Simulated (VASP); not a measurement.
# MgO (eos) (Fm-3m) in VASP: a series of runs

Runs on MgO (eos). Level: LDA. Tasks: single point.

Everything below comes from runs of VASP 6.6.1. Logs are shortened: lines on timing, memory, paths and dates and some standing lists are left out, and cuts for length are marked.

## (1) The cell of the first run

The structure is cubic, space group Fm-3m (No. 225). The conventional cell has a = 4.119 Å, b = 4.119 Å, c = 4.119 Å, α = 90.00°, β = 90.00°, γ = 90.00°. Within 2.7 Å of Mg (site symmetry m-3m) lie 6 O at 2.06 Å. Within 2.7 Å of O (site symmetry m-3m) lie 6 Mg at 2.06 Å.

## (2) Single point, LDA (volume scaled by 0.97)

INCAR

```
  ALGO = Normal
  EDIFF = 1E-6
  ENCUT = 600
  GGA = CA
  GGA_COMPAT = F
  ISIF = 2
  ISMEAR = 0
  LASPH = T
  LCHARG = F
  LREAL = F
  LWAVE = F
  NBANDS = 11
  NELM = 120
  PREC = Accurate
  SIGMA = 0.02
```

KPOINTS

```
k-points
0
Gamma
  10 10 10
```

POSCAR

```
MgO
1.0
    0.0000000000      2.0593303401      2.0593303401
    2.0593303401      0.0000000000      2.0593303401
    2.0593303401      2.0593303401      0.0000000000
Mg O
1 1
Direct
    0.0000000000      0.0000000000      0.0000000000
    0.5000000000      0.5000000000      0.5000000000
```

Potentials or basis: VASP PAW LDA potentials, release 64 (Mg, O).

Started as:

```console
> cat potpaw_LDA.64/Mg/POTCAR potpaw_LDA.64/O/POTCAR > POTCAR
> mpirun -np 1 vasp_std > vasp.out
```

OUTCAR:

```text
EDIFF = 1E-6
   ENCUT = 600
   GGA = CA
   ISIF = 2
   ISMEAR = 0
   LASPH = T
   LREAL = F
   NELM = 120
   PREC = Accurate

 ion  position               nearest neighbor table
   1  0.000  0.000  0.000-   2 2.06   2 2.06   2 2.06   2 2.06   2 2.06   2 2.06
   2  0.500  0.500  0.500-   1 2.06   1 2.06   1 2.06   1 2.06   1 2.06   1 2.06

  LATTYP: Found a face centered cubic cell.
 ALAT       =     4.1186606802

  Lattice vectors:

 A1 = (   0.0000000000,   2.0593303401,   2.0593303401)
 A2 = (   2.0593303401,   0.0000000000,   2.0593303401)
 A3 = (   2.0593303401,   2.0593303401,   0.0000000000)

Analysis of symmetry for initial positions (statically):
=====================================================================
 Subroutine PRICEL returns:
 Original cell was already a primitive cell.

 Routine SETGRP: Setting up the symmetry group for a
 face centered cubic supercell.

 Subroutine GETGRP returns: Found 48 space group operations
 (whereof 48 operations were pure point group operations)
 out of a pool of 48 trial point group operations.

The static configuration has the point symmetry O_h .

Analysis of symmetry for dynamics (positions and initial velocities):
=====================================================================
 Subroutine PRICEL returns:
 Original cell was already a primitive cell.

 Routine SETGRP: Setting up the symmetry group for a
 face centered cubic supercell.

 Subroutine GETGRP returns: Found 48 space group operations
 (whereof 48 operations were pure point group operations)
 out of a pool of 48 trial point group operations.

The dynamic configuration has the point symmetry O_h .

 Subroutine INISYM returns: Found 48 space group operations
 (whereof 48 operations are pure point group operations),
 and found     1 'primitive' translations

----------------------------------------------------------------------------------------

                                     Primitive cell

  volume of cell :      17.4666

  direct lattice vectors                    reciprocal lattice vectors
     0.000000000  2.059330340  2.059330340    -0.242797375  0.242797375  0.242797375
     2.059330340  0.000000000  2.059330340     0.242797375 -0.242797375  0.242797375
     2.059330340  2.059330340  0.000000000     0.242797375  0.242797375 -0.242797375

  length of vectors
     2.912332896  2.912332896  2.912332896     0.420537389  0.420537389  0.420537389

  position of ions in fractional coordinates (direct lattice)
     0.000000000  0.000000000  0.000000000
     0.500000000  0.500000000  0.500000000

  ion indices of the primitive-cell ions
   primitive index   ion index
                 1           1
                 2           2

----------------------------------------------------------------------------------------

 KPOINTS: k-points

Automatic generation of k-mesh.
 Grid dimensions read from file:
 generate k-points for:   10   10   10

 Generating k-lattice:

  Cartesian coordinates                     Fractional coordinates (reciprocal lattice)
    -0.024279737  0.024279737  0.024279737     0.100000000  0.000000000  0.000000000
     0.024279737 -0.024279737  0.024279737     0.000000000  0.100000000  0.000000000
     0.024279737  0.024279737 -0.024279737     0.000000000  0.000000000  0.100000000

  Length of vectors
     0.042053739  0.042053739  0.042053739

  Shift w.r.t. Gamma in fractional coordinates (k-lattice)
     0.000000000  0.000000000  0.000000000

 Subroutine IBZKPT returns following result:
 ===========================================

 Found     47 irreducible k-points:

 Following reciprocal coordinates:
            Coordinates               Weight
  0.000000  0.000000  0.000000      1.000000
  0.100000  0.000000  0.000000      8.000000
  0.200000  0.000000  0.000000      8.000000
  0.300000  0.000000  0.000000      8.000000
  0.400000  0.000000  0.000000      8.000000
  0.500000  0.000000  0.000000      4.000000
[... 16 lines left out ...]
  0.300000  0.300000  0.000000      6.000000
  0.400000  0.300000  0.000000     24.000000
 [... further k-points ...]
   k-points           NKPTS =     47   k-points in BZ     NKDIM =     47   number of bands    NBANDS=     11
   number of dos      NEDOS =    301   number of ions     NIONS =      2
   total plane-waves  NPLWV =  13824
   dimension x,y,z NGX =    24 NGY =   24 NGZ =   24
   dimension x,y,z NGXF=    48 NGYF=   48 NGZF=   48
   ions per type =               1   1
   NGX,Y,Z   is equivalent  to a cutoff of  13.70, 13.70, 13.70 a.u.
   NGXF,Y,Z  is equivalent  to a cutoff of  27.40, 27.40, 27.40 a.u.
 SYSTEM =  unknown system
   PREC   = accura    normal or accurate (medium, high low for compatibility)
   ISTART =      0    job   : 0-new  1-cont  2-samecut
   ICHARG =      2    charge: 1-file 2-atom 10-const
   ISPIN  =      1    spin polarized calculation?
   LNONCOLLINEAR =      F non collinear calculations
   LSORBIT =      F    spin-orbit coupling
   LASPH  =      T    aspherical Exc in radial PAW
   ENCUT  =  600.0 eV  44.10 Ry    6.64 a.u.   5.82  5.82  5.82*2*pi/ulx,y,z
   NELM   =    120;   NELMIN=  2; NELMDL= -5     # of ELM steps
   EDIFF  = 0.1E-05   stopping-criterion for ELM
   LREAL  =      F    real-space projection
   EDIFFG = 0.1E-04   stopping-criterion for IOM
   NSW    =      0    number of steps for IOM
   IBRION =     -1    ionic relax: 0-MD 1-quasi-New 2-CG
   NFREE  =      0    steps in history (QN), initial steepest desc. (CG)
   ISIF   =      2    stress and relaxation
   ISYM   =      2    0-nonsym 1-usesym 2-fastsym
   POTIM  = 0.5000    time-step for ionic-motion
   TEBEG  =    0.0;   TEEND  =   0.0 temperature during run
   PSTRESS=    0.0 pullay stress
   NELECT =       8.0000    total number of electrons
   NUPDOWN=      -1.0000    fix difference up-down
   EMIN   =  10.00;   EMAX   =-10.00  energy-range for DOS
   EFERMI =   0.00;   METHOD = LEGACY
   ISMEAR =     0;   SIGMA  =   0.02  broadening in eV -4-tet -1-fermi 0-gaus
   EFERMI_NEDOS =   21; number of points for ismear=-14 and -15
   IALGO  =     38    algorithm
   IMIX   =      4    mixing-type and parameters
     AMIX     =   0.40;   BMIX     =  1.00
     AMIX_MAG =   1.60;   BMIX_MAG =  1.00
  volume/ion in A,a.u.               =       8.73        58.94
  Fermi-wavevector in a.u.,A,eV,Ry     =   1.261931  2.384703 21.666854  1.592469
  Thomas-Fermi vector in A             =   2.395365
   LORBIT       =      0    0 simple, 1 ext, 2 COOP (PROOUT), +10 PAW based schemes
   GGA     = CA    functional components
   LHFCALC =     F    Hartree Fock is set to
   AEXX    =    0.0000 exact exchange contribution
   IVDW    =     0    specifies the selected vdW correction
   LEPSILON=     F    determine dielectric tensor
   LRPA    =     F    only Hartree local field effects (RPA)
 non-spin polarized calculation
 Gauss-broadening in eV      SIGMA  =   0.02
  energy-cutoff  :      600.00
  volume of cell :       17.47
 maximum number of plane-waves:       596
   NGX = 11   NGY = 11   NGZ = 11

 number of electron       7.9999997 magnetization

 Free energy of the ion-electron system (eV)
  ---------------------------------------------------
  ext. energy  EPLUGINS =         0.00000000
  ---------------------------------------------------
  free energy    TOTEN  =       -13.44462806 eV

  energy without entropy =      -13.44462806  energy(sigma->0) =      -13.44462806

 E-fermi :   3.5985     XC(G=0): -11.9202

 val. band max:        3.4083845591   @ k =   0.0000   0.0000   0.0000
 cond. band min:       8.7507425227   @ k =   0.0000   0.0000   0.0000
 fundamental gap:      5.3423579636
 Fermi energy:         3.5984710433

 k-point     1 :       0.0000    0.0000    0.0000
  band No.  band energies     occupation
      1     -13.9601      2.00000
      2       3.4084      2.00000
      3       3.4084      2.00000
      4       3.4084      2.00000
      5       8.7507      0.00000
      6      19.3001      0.00000
      7      19.3001      0.00000
      8      19.3001      0.00000
      9      23.5044      0.00000
     10      25.2332      0.00000
     11      25.2332      0.00000

 k-point     2 :       0.1000    0.0000    0.0000
  band No.  band energies     occupation
      1     -13.8370      2.00000
      2       2.7358      2.00000
      3       3.3305      2.00000
      4       3.3305      2.00000
      5       9.3650      0.00000
      6      18.0554      0.00000
      7      19.5656      0.00000
      8      19.5656      0.00000
      9      24.5760      0.00000
     10      24.5760      0.00000
     11      25.2531      0.00000

 k-point     3 :       0.2000    0.0000    0.0000
  band No.  band energies     occupation
      1     -13.4962      2.00000
      2       1.3295      2.00000
      3       3.1340      2.00000
      4       3.1340      2.00000
      5      10.5265      0.00000
      6      16.5852      0.00000
      7      20.1312      0.00000
      8      20.1312      0.00000
      9      23.9030      0.00000
     10      23.9030      0.00000
     11      26.4273      0.00000

 k-point     4 :       0.3000    0.0000    0.0000
  band No.  band energies     occupation
      1     -13.0293      2.00000
      2      -0.1159      2.00000
      3       2.9040      2.00000
      4       2.9040      2.00000
      5      11.3500      0.00000
      6      16.0562      0.00000
      7      20.3600      0.00000
      8      20.3600      0.00000
      9      24.3388      0.00000
     10      24.3388      0.00000
     11      25.8202      0.00000

 k-point     5 :       0.4000    0.0000    0.0000
  band No.  band energies     occupation
      1     -12.6029      2.00000
      2      -1.1940      2.00000
      3       2.7269      2.00000
      4       2.7269      2.00000
      5      11.5700      0.00000
      6      16.3353      0.00000
      7      20.2030      0.00000
      8      20.2030      0.00000
      9      25.2161      0.00000
     10      25.6380      0.00000
     11      25.6380      0.00000
[... 211 lines left out ...]
 k-point    21 :      -0.3000    0.2000    0.0000
  band No.  band energies     occupation
      1     -12.5132      2.00000
      2      -0.5515      2.00000
      3       1.4172      2.00000
      4       2.6642      2.00000
      5      13.1077      0.00000
      6      15.6251      0.00000
      7      18.0907      0.00000
      8      21.2182      0.00000
      9      24.0048      0.00000
     10      25.0435      0.00000
     11      29.2790      0.00000

 k-point    22 :      -0.2000    0.2000    0.0000
  band No.  band energies     occupation
      1     -12.8918      2.00000
      2       0.1017      2.00000
      3       1.9289      2.00000
      4       2.8950      2.00000
      5      12.3993      0.00000
      6      15.4578      0.00000
      7      18.9884      0.00000
      8      21.6873      0.00000
      9      22.1002      0.00000
     10      25.2465      0.00000
     11      29.0597      0.00000

 k-point    23 :       0.3000    0.3000    0.0000
  band No.  band energies     occupation
      1     -12.7939      2.00000
      2       0.0325      2.00000
      3       2.3808      2.00000
      4       2.3808      2.00000
      5      12.8468      0.00000
      6      13.7278      0.00000
      7      18.2868      0.00000
      8      21.8582      0.00000
      9      21.8582      0.00000
     10      28.0071      0.00000
     11      31.8697      0.00000

 k-point    24 :       0.4000    0.3000    0.0000
  band No.  band energies     occupation
      1     -12.4965      2.00000
      2      -0.4471      2.00000
      3       1.9768      2.00000
      4       2.2194      2.00000
      5      13.2800      0.00000
      6      13.7658      0.00000
      7      17.4562      0.00000
      8      22.1585      0.00000
      9      22.3816      0.00000
     10      28.8094      0.00000
     11      31.4739      0.00000

 [... further k-points ...]
[... 5 lines left out ...]
  --------------------------------------------------------------------------------------
  -------------------------------------------------------------------------------------
  Total        0.3709813      0.3709813      0.3709813      0.0000000      0.0000000      0.0000000
  in kB       34.0294197     34.0294197     34.0294197      0.0000000      0.0000000      0.0000000
  external PRESSURE =      34.0294197 kB  Pullay stress =       0.0000000 kB

 VOLUME and BASIS-vectors are now :
 -----------------------------------------------------------------------------
  energy-cutoff  :      600.00
  volume of cell :       17.47
      direct lattice vectors                 reciprocal lattice vectors
     0.000000000  2.059330340  2.059330340    -0.242797375  0.242797375  0.242797375
     2.059330340  0.000000000  2.059330340     0.242797375 -0.242797375  0.242797375
     2.059330340  2.059330340  0.000000000     0.242797375  0.242797375 -0.242797375

 POSITION                                       TOTAL-FORCE (eV/Angst)
 -----------------------------------------------------------------------------------
      0.00000      0.00000      0.00000         0.000000      0.000000      0.000000
      2.05933      2.05933      2.05933        -0.000000     -0.000000      0.000000
 -----------------------------------------------------------------------------------
    total drift:                               -0.000000     -0.000000      0.000000

  FREE ENERGIE OF THE ION-ELECTRON SYSTEM (eV)
  ---------------------------------------------------
  free  energy   TOTEN  =       -13.4446280608 eV

  energy  without entropy=      -13.4446280608  energy(sigma->0) =      -13.44462806
```

Run time: 3.4 s. Hardware: 1 thread of Intel Xeon 6975P-C (Granite Rapids), shared host; peak memory 0.12 GiB.

Results:

| Item | Value |
| --- | --- |
| Free energy | -13.4446 eV |
| Pressure | 3.4 GPa |
| Band gap on the k mesh | 5.34 eV, direct |

## (3) Single point, LDA (volume scaled by 0.94)

INCAR

```
ALGO = Normal
EDIFF = 1E-6
ENCUT = 600
GGA = CA
GGA_COMPAT = F
ISIF = 2
ISMEAR = 0
LASPH = T
LCHARG = F
LREAL = F
LWAVE = F
NBANDS = 11
NELM = 120
PREC = Accurate
SIGMA = 0.02
```

KPOINTS is that of step 2.

POSCAR

```
MgO
1.0
    0.0000000000      2.0378774223      2.0378774223
    2.0378774223      0.0000000000      2.0378774223
    2.0378774223      2.0378774223      0.0000000000
Mg O
1 1
Direct
    0.0000000000      0.0000000000      0.0000000000
    0.5000000000      0.5000000000      0.5000000000
```

Potentials or basis: VASP PAW LDA potentials, release 64 (Mg, O).

Started as:

```console
> cat potpaw_LDA.64/Mg/POTCAR potpaw_LDA.64/O/POTCAR > POTCAR
> mpirun -np 1 vasp_std > vasp.out
```

It took 3.5 s on 1 thread of Intel Xeon 6975P-C (Granite Rapids), shared host; peak memory 0.12 GiB.

Results (log left out):

| Property | Result |
| --- | --- |
| Free energy | -13.4209 eV |
| Pressure | 9.9 GPa |
| Band gap on the k mesh | 5.68 eV, direct |

Levels at points of the mesh, in eV from the valence-band top:
| k point | band 1 | band 2 | band 3 | band 4 | band 5 | band 6 | band 7 | band 8 | band 9 |
| --- | --- | --- | --- | --- | --- | --- | --- | --- | --- |
| (0.00, 0.00, 0.00) | -17.55 | 0.00 | 0.00 | 0.00 | 5.68 | 16.06 | 16.06 | 16.06 | 20.35 |
| (0.50, 0.00, 0.00) | -15.92 | -5.16 | -0.79 | -0.79 | 8.37 | 13.53 | 17.03 | 17.03 | 22.08 |
| (0.50, 0.50, 0.00) | -15.62 | -4.58 | -1.52 | -1.52 | 8.97 | 10.81 | 13.96 | 20.17 | 20.17 |

(Part 1 of 2 ends here.)
